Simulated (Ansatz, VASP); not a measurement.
## One calculation of Al3BP4, two programs

```
Al B P
1.0
    -0.00084    0.00062   -6.11398
     0.00057   -6.41297    0.00080
    -7.46422    0.00019   -0.00053
Al B P
6 2 8
Direct
  0.00191 0.15273 0.49990
  0.50120 0.32776 0.25232
  0.50121 0.32783 0.74766
  0.50189 0.84726 0.00012
  0.00122 0.67215 0.75236
  0.00120 0.67221 0.24768
  0.00250 0.17112 0.99993
  0.50251 0.82887 0.50009
  0.67240 0.18023 0.99994
  0.11218 0.31822 0.77789
  0.11217 0.31823 0.22197
  0.61144 0.12249 0.49998
  0.17240 0.81980 0.50004
  0.61215 0.68177 0.27802
  0.61217 0.68179 0.72209
  0.11144 0.87753 0.00001
```

Change from the starting cell: cell x1, atoms moved at random (sigma 0.15 Å) and cell strained at random (1.5 %), then relaxed without symmetry.

Alike in both runs: functional PBE; k mesh 2 × 2 × 2; occupations gaussian, width 0.1 eV; no spin polarisation.

Ansatz relaxed the structure, and its values are those at the end. VASP's run is a single point on that final structure, the one shown.

```csv
,VASP,Ansatz
version,VASP 6.6.1,Ansatz 0.2.0
potentials or method,"VASP PAW PBE potentials, release 64 (Al, B, P), cutoff 520 eV","scalar-relativistic, plane waves, PAW"
valence electrons in the cell,64,64
```

Ansatz gave:

| Item | Value |
| --- | --- |
| gap on the k mesh at the Fermi level (eV) | 1.33 |
| least direct gap on the mesh (eV) | 1.38 |
| pressure (GPa) | 0.0 |

Question: Estimate VASP's values.

Answer: gap on the k mesh at the Fermi level (eV): 1.33; least direct gap on the mesh (eV): 1.38; pressure (GPa): -0.1.

The functional is the same, so the differences come from potentials, cutoffs and numerics.

The k mesh is coarse, so the values compare programs but aren't converged.
